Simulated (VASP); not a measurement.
# B (Fd-3m) in VASP: notebook, part 2 of 2

VASP 6.6.1. The steps go on from the part before.

### Step 6. Single point, PBE (volume scaled by 0.85)

File INCAR:

```
  ALGO = Normal
  EDIFF = 1E-6
  ENCUT = 520
  GGA = PE
  ISIF = 2
  ISMEAR = -1
  LASPH = True
  LCHARG = False
  LREAL = False
  LWAVE = False
  NBANDS = 10
  NELM = 100
  PREC = Accurate
  SIGMA = 0.05
```

File KPOINTS:

```
k-points
0
Gamma
  18 18 18
```

File POSCAR:

```
B
1.0
    0.0000000000      1.9187365953      1.9187365953
    1.9187365953      0.0000000000      1.9187365953
    1.9187365953      1.9187365953      0.0000000000
B
2
Direct
   -0.1250000000     -0.1250000000     -0.1250000000
    0.1250000000      0.1250000000      0.1250000000
```

Potentials or basis: VASP PAW PBE potentials, release 64 (B).

On the command line:

```
$ cat potpaw_PBE.64/B/POTCAR > POTCAR
$ mpirun -np 1 vasp_std > vasp.out
```

OUTCAR:

```text
EDIFF = 1E-6
   ENCUT = 520
   GGA = PE
   ISIF = 2
   ISMEAR = -1
   LASPH = True
   LREAL = False
   NELM = 100
   PREC = Accurate

 ion  position               nearest neighbor table
   1  0.875  0.875  0.875-   2 1.66   2 1.66   2 1.66   2 1.66
   2  0.125  0.125  0.125-   1 1.66   1 1.66   1 1.66   1 1.66

  LATTYP: Found a face centered cubic cell.
 ALAT       =     3.8374731906

  Lattice vectors:

 A1 = (   0.0000000000,   1.9187365953,   1.9187365953)
 A2 = (   1.9187365953,   0.0000000000,   1.9187365953)
 A3 = (   1.9187365953,   1.9187365953,   0.0000000000)

Analysis of symmetry for initial positions (statically):
=====================================================================
 Subroutine PRICEL returns:
 Original cell was already a primitive cell.

 Routine SETGRP: Setting up the symmetry group for a
 face centered cubic supercell.

 Subroutine GETGRP returns: Found 48 space group operations
 (whereof 12 operations were pure point group operations)
 out of a pool of 48 trial point group operations.

The static configuration has the point symmetry D_3d.
[... 171 lines left out ...]
      1      -9.0258      2.00000
      2       9.6955      0.00000
      3       9.6955      0.00000
      4       9.6955      0.00000
      5      14.1321      0.00000
      6      14.1321      0.00000
      7      14.1321      0.00000
      8      25.0146      0.00000
      9      26.2402      0.00000
     10      30.0594      0.00000
[... 287 lines left out ...]
 k-point    24 :      -0.2222    0.0556    0.0000
  band No.  band energies     occupation
      1      -7.5794      2.00000
      2       3.9683      2.00000
      3       7.2824      0.00000
      4       8.3957      0.00000
      5      15.7970      0.00000
      6      16.6729      0.00000
      7      17.6275      0.00000
      8      23.1035      0.00000
      9      25.4379      0.00000
     10      27.5108      0.00000

 [... further k-points ...]

------------------------ aborting loop because EDIFF is reached ----------------------------------------

  FORCE on cell =-STRESS in cart. coord.  units (eV):
  Direction    XX          YY          ZZ          XY          YZ          ZX
  --------------------------------------------------------------------------------------
  -------------------------------------------------------------------------------------
  Total        3.3809415      3.3809415      3.3809415     -0.0000000     -0.0000000      0.0000000
  in kB      383.4177056    383.4177056    383.4177056     -0.0000000     -0.0000000      0.0000000
  external PRESSURE =     383.4177056 kB  Pullay stress =       0.0000000 kB

 VOLUME and BASIS-vectors are now :
 -----------------------------------------------------------------------------
  energy-cutoff  :      520.00
  volume of cell :       14.13
      direct lattice vectors                 reciprocal lattice vectors
     0.000000000  1.918736595  1.918736595    -0.260588140  0.260588140  0.260588140
     1.918736595  0.000000000  1.918736595     0.260588140 -0.260588140  0.260588140
     1.918736595  1.918736595  0.000000000     0.260588140  0.260588140 -0.260588140

 POSITION                                       TOTAL-FORCE (eV/Angst)
 -----------------------------------------------------------------------------------
      3.35779      3.35779      3.35779        -0.000000     -0.000000     -0.000000
      0.47968      0.47968      0.47968         0.000000      0.000000      0.000000
 -----------------------------------------------------------------------------------
    total drift:                                0.000000      0.000000     -0.000000

  FREE ENERGIE OF THE ION-ELECTRON SYSTEM (eV)
  ---------------------------------------------------
  free  energy   TOTEN  =       -11.2527608071 eV

  energy  without entropy=      -11.2458495456  energy(sigma->0) =      -11.24930518
```

OSZICAR:

```text
N       E                     dE             d eps       ncg     rms          rms(c)
DAV:   1    -0.574179731481E+00   -0.57418E+00   -0.29372E+03  3956   0.533E+02
DAV:   2    -0.114162596030E+02   -0.10842E+02   -0.10214E+02  5290   0.877E+01
DAV:   3    -0.115648574725E+02   -0.14860E+00   -0.14798E+00  4814   0.775E+00
DAV:   4    -0.115649747613E+02   -0.11729E-03   -0.11728E-03  4424   0.225E-01
DAV:   5    -0.115649748015E+02   -0.40163E-07   -0.40272E-07  4474   0.461E-03    0.358E+00
DAV:   6    -0.113395068109E+02    0.22547E+00   -0.10124E-01  4290   0.200E+00    0.215E+00
DAV:   7    -0.112521998243E+02    0.87307E-01   -0.13625E-01  4616   0.230E+00    0.326E-01
DAV:   8    -0.112527533317E+02   -0.55351E-03   -0.23084E-03  4252   0.394E-01    0.341E-02
DAV:   9    -0.112527567680E+02   -0.34363E-05   -0.47901E-05  4662   0.470E-02    0.143E-02
DAV:  10    -0.112527606353E+02   -0.38673E-05   -0.23953E-06  4410   0.125E-02    0.153E-03
DAV:  11    -0.112527608071E+02   -0.17184E-06   -0.14437E-07  2316   0.293E-03
   1 F= -.11252761E+02 E0= -.11249305E+02  d E =-.691126E-02
```

stdout:

```text
POSCAR found type information on POSCAR B
 POSCAR found :  1 types and       2 ions
 scaLAPACK will be used
 LDA part: xc-table for (Slater+PW92), standard interpolation
 POSCAR, INCAR and KPOINTS ok, starting setup
 FFT: planning ... GRIDC
 FFT: planning ... GRID_SOFT
 FFT: planning ... GRID
 WAVECAR not read
 entering main loop
```

Wall time 17 s (1 thread of Intel Xeon Platinum 8488C (Sapphire Rapids), shared host); peak memory 0.13 GiB.

Results:

```
Free energy            : -11.2528 eV
Pressure               : 38.3 GPa
Band gap on the k mesh : zero (band 3 reaches 9.70 eV, above the bottom of band 4 at 1.39 eV)
```

### Step 7. Summary

```csv
cell,gap on the mesh (eV),pressure (GPa)
"a = 2.481 Å, angles 60.0°, 2 atoms",none,160.7
"a = 2.603 Å, angles 60.0°, 2 atoms",none,84.2
"a = 2.714 Å, angles 60.0°, 2 atoms",none,38.3
```

Alike in all rows: task single point; level PBE; potentials or basis VASP PAW PBE potentials, release 64 (B); no spin polarisation; k mesh 18 × 18 × 18; cutoff (eV) 520; smearing fermi-dirac 0.05 eV.

Absolute energies hang on the potentials; compare differences alone.
